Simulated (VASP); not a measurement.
Wanted: the native input for a VASP 6.6.1 run.

| Property | Result |
| --- | --- |
| Task | relaxation of the atoms |
| Functional | PBEsol |
| Potentials or basis | VASP PAW PBE potentials, release 64 (Pb_d, Se) |
| Cutoff | 450 eV |
| k mesh | 9 × 9 × 9 |
| Occupations | gaussian, width 0.01 eV |
| Spin | no spin polarisation |
| Dipole correction | no |
| Further INCAR settings | ALGO = Normal; EDIFF = 1e-07; IBRION = 2; EDIFFG = -0.002; NSW = 60 |

The structure of PbSe (e600) lies in POSCAR:

```
PbSe
1.0
    0.0627954157      3.0682984486      3.0682984486
    3.0682984486      0.0627954157      3.0682984486
    3.0682984486      3.0682984486      0.0627954157
Pb Se
1 1
Direct
    0.0000000000      0.0000000000      0.0000000000
    0.5000000000      0.5000000000      0.5000000000
```

This cell differs from its parent crystal: strained cell.

These files were run (other wordings do the same):

INCAR

```
  PREC = Accurate
  ENCUT = 450
  EDIFF = 1E-7
  ISMEAR = 0
  SIGMA = 0.01
  LREAL = False
  LASPH = True
  NELM = 120
  ALGO = Normal
  ISIF = 2
  LWAVE = False
  LCHARG = False
  GGA = PS
  IBRION = 2
  NSW = 60
  EDIFFG = -0.002
  GGA_COMPAT = False
  NELMIN = 4
```

KPOINTS

```
Automatic mesh
0
Gamma
  9 9 9
```

Potentials or basis: VASP PAW PBE potentials, release 64 (Pb_d, Se).

Run with:

```sh
$ cat potpaw_PBE.64/Pb_d/POTCAR potpaw_PBE.64/Se/POTCAR > POTCAR
$ mpirun -np 1 vasp_std > vasp.out
```

Results of the run:

| Item | Value |
| --- | --- |
| Pressure after relaxing | 0.8 GPa |
| Band gap on the k mesh | 0.44 eV, indirect (least direct gap 0.61 eV) |

Caveat: the cell differs from its parent crystal (strained cell); the relaxation stopped at its first step, so nothing moved; the PAW data sets were made with another functional, which shifts forces and pressure a little; spin-orbit coupling is left out, which moves the levels of the heavy elements.

Wall time 22 s on 1 thread of Intel(R) Xeon(R) 6975P-C (Granite Rapids), with other jobs on the host, peak memory 0.2 GiB.
